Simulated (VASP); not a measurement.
Input of a VASP 6.6.1 run:

The input INCAR:

```
SYSTEM = SnO2
PREC = Accurate
ENCUT = 600
EDIFF = 1E-6
ISMEAR = -1
SIGMA = 0.02
LREAL = .FALSE.
LASPH = .TRUE.
NELM = 100
ALGO = Normal
ISIF = 3
LWAVE = .FALSE.
LCHARG = .FALSE.
GGA = PE
IBRION = 2
NSW = 80
EDIFFG = -0.01
```

The input KPOINTS:

```
Automatic mesh
0
G
  6 6 8
  0 0 0
```

File POSCAR:

```
SnO2
1.0
    4.7380000000      0.0000000000      0.0000000000
    0.0000000000      4.7380000000      0.0000000000
    0.0000000000      0.0000000000      3.1865000000
Sn O
2 4
Direct
    0.0000000000      0.0000000000      0.0000000000
    0.5000000000      0.5000000000      0.5000000000
    0.3071000000      0.3071000000      0.0000000000
    0.1929000000      0.8071000000      0.5000000000
    0.6929000000      0.6929000000      0.0000000000
    0.8071000000      0.1929000000      0.5000000000
```

Potentials or basis: VASP PAW PBE potentials, release 64 (Sn_d, O).

The run is started by

```sh
$ cat potpaw_PBE.64/Sn_d/POTCAR potpaw_PBE.64/O/POTCAR > POTCAR
$ mpirun -np 1 vasp_std > vasp.out
```

What does it give for the space group after relaxing (to 0.1 Å)?

P4_2/mnm (No. 136).

Estimate the band gap on the k mesh.

0.64 eV.

Step by step:
| step | energy change (eV) | largest force (eV/Å) | pressure (GPa) | volume (Å³) |
| --- | --- | --- | --- | --- |
| 1 | 0.0000 | 0.2935 | 11.61 | 71.53 |
| 2 | 0.0636 | 0.3606 | -10.52 | 80.85 |
| 3 | -0.1403 | 0.0639 | -0.01 | 75.51 |
| 4 | -0.1403 | 0.0579 | 0.21 | 75.43 |
| 5 | -0.1420 | 0.0032 | 0.09 | 75.57 |
| 6 | -0.1421 | 0.0193 | 0.06 | 75.63 |
| 7 | -0.1422 | 0.0007 | -0.11 | 75.68 |
| 8 | -0.1422 | 0.0042 | -0.04 | 75.67 |

Caveat: semilocal functionals underestimate gaps, and a narrow one can read as zero; spin-orbit coupling is left out, which moves the levels of the heavy elements. PBE gaps usually lie below the measured ones, often by a third to a half.
